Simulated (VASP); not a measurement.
# SnSe (P6_3mc) in VASP: notebook

Runs on SnSe. Level: PBE. Tasks: single point, relaxation of cell and atoms.

Everything below comes from runs of VASP 6.6.1. Logs are shortened: lines on timing, memory, paths and dates and some standing lists are left out, and cuts for length are marked.

## (1) The cell of the first run

The structure is hexagonal, space group P6_3mc (No. 186). The conventional cell has a = 5.071 Å, b = 5.071 Å, c = 6.165 Å, α = 90.00°, β = 90.00°, γ = 120.00°. Within 3.7 Å of Sn (site symmetry 3m) lie 5 Se at 2.84 to 3.33 Å. Within 3.7 Å of Se (site symmetry 3m) lie 5 Sn at 2.84 to 3.33 Å.

## (2) Single point, PBE

File INCAR:

```
ALGO     = Normal         # electronic algorithm
EDIFF    = 1E-6           # SCF threshold, eV
ENCUT    = 520            # plane-wave cutoff, eV
GGA      = PE             # functional
ISIF     = 2              # what is computed and relaxed
ISMEAR   = -1             # smearing method
LASPH    = True           # aspherical terms in the spheres
LCHARG   = True           # write CHGCAR
LELF     = True           # ELF
LREAL    = False          # projectors in reciprocal space
LVHAR    = True         
LWAVE    = False          # write WAVECAR
NBANDS   = 28             # bands
NELM     = 60             # most SCF steps
PREC     = Accurate       # precision mode
SIGMA    = 0.01           # smearing width, eV
```

File KPOINTS:

```
k-points
0
Gamma
  5 5 4
```

File POSCAR:

```
SnSe
1.0
    5.0707061364      0.0000000000      0.0000000000
   -2.5353530682      4.3913603293      0.0000000000
    0.0000000000      0.0000000000      6.1653244934
Sn Se
2 2
Direct
    0.3333333333      0.6666666667     -0.0424902251
    0.6666666667      0.3333333333      0.4575097749
    0.3333333333      0.6666666667      0.4174902251
    0.6666666667      0.3333333333      0.9174902251
```

Potentials or basis: VASP PAW PBE potentials, release 64 (Sn_d, Se).

Launch:

```sh
> cat potpaw_PBE.64/Sn_d/POTCAR potpaw_PBE.64/Se/POTCAR > POTCAR
> mpirun -np 1 vasp_std > vasp.out
```

OUTCAR:

```text
EDIFF = 1E-6
   ENCUT = 520
   GGA = PE
   ISIF = 2
   ISMEAR = -1
   LASPH = True
   LREAL = False
   NELM = 60
   PREC = Accurate

 ion  position               nearest neighbor table
   1  0.333  0.667  0.958-   3 2.84   4 2.94   4 2.94   4 2.94
   2  0.667  0.333  0.458-   4 2.84   3 2.94   3 2.94   3 2.94
   3  0.333  0.667  0.417-   1 2.84   2 2.94   2 2.94   2 2.94
   4  0.667  0.333  0.917-   2 2.84   1 2.94   1 2.94   1 2.94

  LATTYP: Found a hexagonal cell.
 ALAT       =     5.0707061364
 C/A-ratio  =     1.2158709907

  Lattice vectors:

 A1 = (   5.0707061364,   0.0000000000,   0.0000000000)
 A2 = (  -2.5353530682,   4.3913603293,   0.0000000000)
 A3 = (   0.0000000000,   0.0000000000,   6.1653244934)

Analysis of symmetry for initial positions (statically):
=====================================================================
 Subroutine PRICEL returns:
 Original cell was already a primitive cell.

 Routine SETGRP: Setting up the symmetry group for a
 hexagonal supercell.

 Subroutine GETGRP returns: Found 12 space group operations
 (whereof  6 operations were pure point group operations)
 out of a pool of 24 trial point group operations.

The static configuration has the point symmetry C_3v.
 The point group associated with its full space group is C_6v.

Analysis of symmetry for dynamics (positions and initial velocities):
=====================================================================
 Subroutine PRICEL returns:
 Original cell was already a primitive cell.

 Routine SETGRP: Setting up the symmetry group for a
 hexagonal supercell.

 Subroutine GETGRP returns: Found 12 space group operations
 (whereof  6 operations were pure point group operations)
 out of a pool of 24 trial point group operations.

The dynamic configuration has the point symmetry C_3v.
 The point group associated with its full space group is C_6v.

 Subroutine INISYM returns: Found 12 space group operations
 (whereof  6 operations are pure point group operations),
 and found     1 'primitive' translations

----------------------------------------------------------------------------------------

                                     Primitive cell

  volume of cell :     137.2851

  direct lattice vectors                    reciprocal lattice vectors
     5.070706136  0.000000000  0.000000000     0.197211192  0.113859935  0.000000000
    -2.535353068  4.391360329  0.000000000     0.000000000  0.227719869  0.000000000
     0.000000000  0.000000000  6.165324493     0.000000000  0.000000000  0.162197464

  length of vectors
     5.070706136  5.070706136  6.165324493     0.227719869  0.227719869  0.162197464

  position of ions in fractional coordinates (direct lattice)
     0.333333333  0.666666667  0.957509775
     0.666666667  0.333333333  0.457509775
     0.333333333  0.666666667  0.417490225
     0.666666667  0.333333333  0.917490225

  ion indices of the primitive-cell ions
   primitive index   ion index
                 1           1
                 2           2
                 3           3
                 4           4

----------------------------------------------------------------------------------------

 KPOINTS: k-points

Automatic generation of k-mesh.
 Grid dimensions read from file:
 generate k-points for:    5    5    4

 Generating k-lattice:

  Cartesian coordinates                     Fractional coordinates (reciprocal lattice)
     0.039442238  0.022771987  0.000000000     0.200000000  0.000000000  0.000000000
     0.000000000  0.045543974  0.000000000     0.000000000  0.200000000  0.000000000
     0.000000000  0.000000000  0.040549366     0.000000000  0.000000000  0.250000000

  Length of vectors
     0.045543974  0.045543974  0.040549366

  Shift w.r.t. Gamma in fractional coordinates (k-lattice)
     0.000000000  0.000000000  0.000000000

 Subroutine IBZKPT returns following result:
 ===========================================

 Found     15 irreducible k-points:

 Following reciprocal coordinates:
            Coordinates               Weight
  0.000000  0.000000  0.000000      1.000000
  0.200000 -0.000000  0.000000      6.000000
  0.400000 -0.000000  0.000000      6.000000
  0.200000  0.200000  0.000000      6.000000
  0.400000  0.200000  0.000000      6.000000
  0.000000  0.000000  0.250000      2.000000
  0.200000 -0.000000  0.250000     12.000000
  0.400000 -0.000000  0.250000     12.000000
  0.200000  0.200000  0.250000     12.000000
  0.400000  0.200000  0.250000     12.000000
  0.000000  0.000000  0.500000      1.000000
  0.200000 -0.000000  0.500000      6.000000
  0.400000 -0.000000  0.500000      6.000000
  0.200000  0.200000  0.500000      6.000000
  0.400000  0.200000  0.500000      6.000000
   k-points           NKPTS =     15   k-points in BZ     NKDIM =     15   number of bands    NBANDS=     28
   number of dos      NEDOS =    301   number of ions     NIONS =      4
   total plane-waves  NPLWV =  76800
   dimension x,y,z NGX =    40 NGY =   40 NGZ =   48
   dimension x,y,z NGXF=    80 NGYF=   80 NGZF=   96
   ions per type =               2   2
   NGX,Y,Z   is equivalent  to a cutoff of  13.11, 13.11, 12.94 a.u.
   NGXF,Y,Z  is equivalent  to a cutoff of  26.23, 26.23, 25.89 a.u.
 SYSTEM =  unknown system
   PREC   = accura    normal or accurate (medium, high low for compatibility)
   ISTART =      0    job   : 0-new  1-cont  2-samecut
   ICHARG =      2    charge: 1-file 2-atom 10-const
   ISPIN  =      1    spin polarized calculation?
   LNONCOLLINEAR =      F non collinear calculations
   LSORBIT =      F    spin-orbit coupling
   LASPH  =      T    aspherical Exc in radial PAW
   ENCUT  =  520.0 eV  38.22 Ry    6.18 a.u.   9.43  9.43 11.46*2*pi/ulx,y,z
   NELM   =     60;   NELMIN=  2; NELMDL= -5     # of ELM steps
   EDIFF  = 0.1E-05   stopping-criterion for ELM
   LREAL  =      F    real-space projection
   EDIFFG = 0.1E-04   stopping-criterion for IOM
   NSW    =      0    number of steps for IOM
   IBRION =     -1    ionic relax: 0-MD 1-quasi-New 2-CG
   NFREE  =      0    steps in history (QN), initial steepest desc. (CG)
   ISIF   =      2    stress and relaxation
   ISYM   =      2    0-nonsym 1-usesym 2-fastsym
   POTIM  = 0.5000    time-step for ionic-motion
   TEBEG  =    0.0;   TEEND  =   0.0 temperature during run
   PSTRESS=    0.0 pullay stress
   NELECT =      40.0000    total number of electrons
   NUPDOWN=      -1.0000    fix difference up-down
   EMIN   =  10.00;   EMAX   =-10.00  energy-range for DOS
   EFERMI =   0.00;   METHOD = LEGACY
   ISMEAR =    -1;   SIGMA  =   0.01  broadening in eV -4-tet -1-fermi 0-gaus
   EFERMI_NEDOS =   21; number of points for ismear=-14 and -15
   IALGO  =     38    algorithm
   IMIX   =      4    mixing-type and parameters
     AMIX     =   0.40;   BMIX     =  1.00
     AMIX_MAG =   1.60;   BMIX_MAG =  1.00
  volume/ion in A,a.u.               =      34.32       231.61
  Fermi-wavevector in a.u.,A,eV,Ry     =   1.085310  2.050938 16.026263  1.177897
  Thomas-Fermi vector in A             =   2.221420
   LORBIT       =      0    0 simple, 1 ext, 2 COOP (PROOUT), +10 PAW based schemes
   GGA     = PE    functional components
   LHFCALC =     F    Hartree Fock is set to
   AEXX    =    0.0000 exact exchange contribution
   IVDW    =     0    specifies the selected vdW correction
   LEPSILON=     F    determine dielectric tensor
   LRPA    =     F    only Hartree local field effects (RPA)
 non-spin polarized calculation
  energy-cutoff  :      520.00
  volume of cell :      137.29
 maximum number of plane-waves:      3719
 NGX is ok and might be reduce to    40
   NGX = 19   NGY = 19   NGZ = 23

 number of electron      40.0000003 magnetization

 Free energy of the ion-electron system (eV)
  ---------------------------------------------------
  ext. energy  EPLUGINS =         0.00000000
  ---------------------------------------------------
  free energy    TOTEN  =       -16.02645671 eV

  energy without entropy =      -16.02645671  energy(sigma->0) =      -16.02645671

 E-fermi :   3.6552     XC(G=0):  -8.2841

 val. band max:        3.4334715211   @ k =   0.4000   0.2000   0.5000
 cond. band min:       4.5996272697   @ k =   0.4000   0.2000   0.5000
 fundamental gap:      1.1661557487
 Fermi energy:         3.6551964181

 k-point     1 :       0.0000    0.0000    0.0000
  band No.  band energies     occupation
      1     -17.9928      2.00000
      2     -17.9870      2.00000
      3     -17.9870      2.00000
      4     -17.9869      2.00000
      5     -17.9869      2.00000
      6     -17.9748      2.00000
[... 20 lines left out ...]
     27       9.2241      0.00000
     28       9.2925      0.00000

 k-point     2 :       0.2000   -0.0000    0.0000
  band No.  band energies     occupation
      1     -17.9957      2.00000
      2     -17.9883      2.00000
      3     -17.9868      2.00000
      4     -17.9851      2.00000
      5     -17.9824      2.00000
      6     -17.9755      2.00000
[... 20 lines left out ...]
     27       8.9108      0.00000
     28       9.3422      0.00000

 k-point     3 :       0.4000   -0.0000    0.0000
  band No.  band energies     occupation
      1     -17.9979      2.00000
      2     -17.9905      2.00000
      3     -17.9857      2.00000
      4     -17.9830      2.00000
      5     -17.9766      2.00000
      6     -17.9764      2.00000
[... 20 lines left out ...]
     27       8.7370      0.00000
     28       9.2504      0.00000

 k-point     4 :       0.2000    0.2000    0.0000
  band No.  band energies     occupation
      1     -17.9968      2.00000
      2     -17.9909      2.00000
      3     -17.9859      2.00000
      4     -17.9834      2.00000
      5     -17.9778      2.00000
      6     -17.9766      2.00000
[... 20 lines left out ...]
     27       8.8021      0.00000
     28       9.8333      0.00000

 k-point     5 :       0.4000    0.2000    0.0000
  band No.  band energies     occupation
      1     -17.9965      2.00000
      2     -17.9925      2.00000
      3     -17.9861      2.00000
      4     -17.9823      2.00000
      5     -17.9772      2.00000
      6     -17.9744      2.00000
[... 20 lines left out ...]
     27       8.5378      0.00000
     28       9.5937      0.00000

 k-point     6 :       0.0000    0.0000    0.2500
  band No.  band energies     occupation
      1     -17.9889      2.00000
      2     -17.9879      2.00000
      3     -17.9879      2.00000
      4     -17.9876      2.00000
      5     -17.9876      2.00000
      6     -17.9737      2.00000
[... 184 lines left out ...]
      5     -17.9790      2.00000
      6     -17.9790      2.00000
[... 20 lines left out ...]
     27      10.1916      0.00000
     28      10.1916      0.00000

 k-point    13 :       0.4000   -0.0000    0.5000
  band No.  band energies     occupation
      1     -17.9905      2.00000
      2     -17.9905      2.00000
      3     -17.9851      2.00000
      4     -17.9851      2.00000
      5     -17.9780      2.00000
      6     -17.9780      2.00000
[... 20 lines left out ...]
     27      10.0600      0.00000
     28      10.0600      0.00000

 k-point    14 :       0.2000    0.2000    0.5000
  band No.  band energies     occupation
      1     -17.9902      2.00000
      2     -17.9902      2.00000
      3     -17.9857      2.00000
      4     -17.9857      2.00000
      5     -17.9781      2.00000
      6     -17.9781      2.00000
[... 20 lines left out ...]
     27      10.1813      0.00000
     28      10.1813      0.00000

 k-point    15 :       0.4000    0.2000    0.5000
  band No.  band energies     occupation
      1     -17.9903      2.00000
      2     -17.9903      2.00000
      3     -17.9847      2.00000
      4     -17.9847      2.00000
      5     -17.9780      2.00000
      6     -17.9780      2.00000
[... 20 lines left out ...]
     27       9.4991      0.00000
     28       9.4991      0.00000

------------------------ aborting loop because EDIFF is reached ----------------------------------------

  FORCE on cell =-STRESS in cart. coord.  units (eV):
  Direction    XX          YY          ZZ          XY          YZ          ZX
  --------------------------------------------------------------------------------------
  -------------------------------------------------------------------------------------
  Total        0.6394549      0.6394549      0.7071188      0.0000000      0.0000000      0.0000000
  in kB        7.4627186      7.4627186      8.2523853      0.0000000      0.0000000      0.0000000
  external PRESSURE =       7.7259408 kB  Pullay stress =       0.0000000 kB

 VOLUME and BASIS-vectors are now :
 -----------------------------------------------------------------------------
  energy-cutoff  :      520.00
  volume of cell :      137.29
      direct lattice vectors                 reciprocal lattice vectors
     5.070706136  0.000000000  0.000000000     0.197211192  0.113859935  0.000000000
    -2.535353068  4.391360329  0.000000000     0.000000000  0.227719869  0.000000000
     0.000000000  0.000000000  6.165324493     0.000000000  0.000000000  0.162197464

 POSITION                                       TOTAL-FORCE (eV/Angst)
 -----------------------------------------------------------------------------------
     -0.00000      2.92757      5.90336         0.000000      0.000000     -0.048631
      2.53535      1.46379      2.82070        -0.000000     -0.000000     -0.048631
     -0.00000      2.92757      2.57396        -0.000000      0.000000      0.048631
      2.53535      1.46379      5.65662         0.000000      0.000000      0.048631
 -----------------------------------------------------------------------------------
    total drift:                               -0.000000      0.000000     -0.000472

  FREE ENERGIE OF THE ION-ELECTRON SYSTEM (eV)
  ---------------------------------------------------
  free  energy   TOTEN  =       -16.0264567118 eV

  energy  without entropy=      -16.0264567118  energy(sigma->0) =      -16.02645671
```

Wall time 1.7 min (1 thread of Intel Xeon 8259CL, shared host); peak memory 0.28 GiB.

Results:

```
Free energy            : -16.0265 eV
Pressure               : 0.8 GPa
Largest force          : 0.049 eV/Å
Band gap on the k mesh : 1.17 eV
```

Forces on the atoms (eV/Å):
```
Sn   0.000  0.000 -0.049
Sn   0.000  0.000 -0.049
Se   0.000  0.000  0.049
Se   0.000  0.000  0.049
```

Caveat: spin-orbit coupling is left out, which moves the levels of the heavy elements; an odd mesh through Γ misses points on the zone boundary, where band edges can lie.

## (3) Single point, PBE

This run uses another cell than the first one, of 35.02 Å³/atom.

File INCAR:

```
ALGO     = Normal         # electronic algorithm
EDIFF    = 1E-7           # SCF threshold, eV
ENCUT    = 520            # plane-wave cutoff, eV
GGA      = PE             # functional
ISIF     = 2              # what is computed and relaxed
ISMEAR   = -1             # smearing method
LASPH    = T              # aspherical terms in the spheres
LCHARG   = F              # write CHGCAR
LREAL    = F              # projectors in reciprocal space
LWAVE    = F              # write WAVECAR
NBANDS   = 28             # bands
NELM     = 60             # most SCF steps
PREC     = Accurate       # precision mode
SIGMA    = 0.01           # smearing width, eV
```

KPOINTS is that of step 2.

File POSCAR:

```
SnSe
1.0
    5.1049687037      0.0000000000      0.0000000000
   -2.5524843519      4.4210325829      0.0000000000
    0.0000000000      0.0000000000      6.2069833550
Sn Se
2 2
Direct
    0.3333333333      0.6666666667     -0.0424902251
    0.6666666667      0.3333333333      0.4575097749
    0.3333333333      0.6666666667      0.4174902251
    0.6666666667      0.3333333333      0.9174902251
```

Potentials or basis: VASP PAW PBE potentials, release 64 (Sn_d, Se).

Launch:

```sh
> cat potpaw_PBE.64/Sn_d/POTCAR potpaw_PBE.64/Se/POTCAR > POTCAR
> mpirun -np 1 vasp_std > vasp.out
```

It took 1.8 min on 1 thread of Intel Xeon 8259CL, shared host; peak memory 0.28 GiB.

The run converged. Its results:

- Free energy: -16.0336 eV
- Pressure: 0.0 GPa
- Largest force: 0.006 eV/Å
- Band gap on the k mesh: 1.19 eV

Forces in eV/Å, atoms in the order of the input:
```
Sn   0.000  0.000 -0.006
Sn   0.000  0.000 -0.006
Se   0.000  0.000  0.006
Se   0.000  0.000  0.006
```

Levels at points of the mesh, in eV from the valence-band top:
```
           k point  band 18  band 19  band 20  band 21  band 22  band 23
(0.00, 0.00, 0.00)    -1.95    -1.95    -1.89     1.43     1.43     2.93
(0.00, 0.00, 0.50)    -2.61    -1.30    -1.30     1.88     1.88     1.88
```

Caveat: spin-orbit coupling is left out, which moves the levels of the heavy elements; an odd mesh through Γ misses points on the zone boundary, where band edges can lie.

## (4) Single point, PBE

This run uses another cell than the first one, of 35.02 Å³/atom.

File INCAR:

```
SYSTEM = SnSe
PREC     = Accurate       ! precision mode
ENCUT    = 520            ! plane-wave cutoff, eV
EDIFF    = 1E-6           ! SCF threshold, eV
ISMEAR   = -1             ! smearing method
SIGMA    = 0.01           ! smearing width, eV
LREAL    = .FALSE.        ! projectors in reciprocal space
LASPH    = .TRUE.         ! aspherical terms in the spheres
NELM     = 60             ! most SCF steps
ALGO     = Normal         ! electronic algorithm
ISIF     = 2              ! what is computed and relaxed
LWAVE    = .FALSE.        ! write WAVECAR
LCHARG   = .FALSE.        ! write CHGCAR
GGA      = PE             ! functional
NBANDS   = 28             ! bands
```

File KPOINTS:

```
Automatic mesh
0
G
  5 5 4
  0 0 0
```

POSCAR is that of step 3.

Launch:

```sh
> cat potpaw_PBE.64/Sn_d/POTCAR potpaw_PBE.64/Se/POTCAR > POTCAR
> mpirun -np 1 vasp_std > vasp.out
```

Run time: 87 s. Hardware: 1 thread of Intel Xeon 8259CL, shared host; peak memory 0.28 GiB.

The run converged. Its results:

- Free energy: -16.0336 eV
- Pressure: 0.0 GPa
- Largest force: 0.006 eV/Å
- Band gap on the k mesh: 1.19 eV

Forces on the atoms (eV/Å):
```
Sn   0.000  0.000 -0.006
Sn   0.000  0.000 -0.006
Se   0.000  0.000  0.006
Se   0.000  0.000  0.006
```

Levels at points of the mesh, in eV from the valence-band top:
| k point | band 16 | band 17 | band 18 | band 19 | band 20 | band 21 | band 22 | band 23 | band 24 | band 25 |
| --- | --- | --- | --- | --- | --- | --- | --- | --- | --- | --- |
| (0.00, 0.00, 0.00) | -3.17 | -3.17 | -1.95 | -1.95 | -1.89 | 1.43 | 1.43 | 2.93 | 2.93 | 4.36 |
| (0.00, 0.00, 0.50) | -2.61 | -2.61 | -2.61 | -1.30 | -1.30 | 1.88 | 1.88 | 1.88 | 1.88 | 2.28 |

Caveat: spin-orbit coupling is left out, which moves the levels of the heavy elements; an odd mesh through Γ misses points on the zone boundary, where band edges can lie.

(Part 1 of 2 ends here.)
